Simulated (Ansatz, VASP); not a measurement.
# One calculation of HfC, two programs

```
Hf C
1.0
     0.00000    2.37150    2.32500
     2.37150    0.00000    2.32500
     2.37150    2.37150    0.00000
Hf C
1 1
Direct
  0.50000 0.50000 0.50000
  0.00000 0.00000 0.00000
```

Change from the starting cell: equal xx and yy strain of +2 %.

Alike in both runs: task single point; functional PBE; k mesh 15 × 15 × 15; occupations fermi-dirac, width 0.05 eV; no spin polarisation.

```csv
,VASP,Ansatz
version,VASP 6.6.1,Ansatz 0.2.0
potentials or method,"VASP PAW PBE potentials, release 64 (Hf_pv, C), cutoff 520 eV","all-electron LAPW, scalar-relativistic"
```

Ansatz gave:

```
pressure (GPa)                                                : -8.2
traceless stress, the component that is largest in VASP (GPa) : 4.42
```

Task: Estimate VASP's values.

Result: Pressure (GPa): -9.0; traceless stress, the component that is largest in VASP (GPa): 4.47.

Ansatz ran all-electron here, and VASP with PAW potentials.

Neither program's run includes spin-orbit coupling.
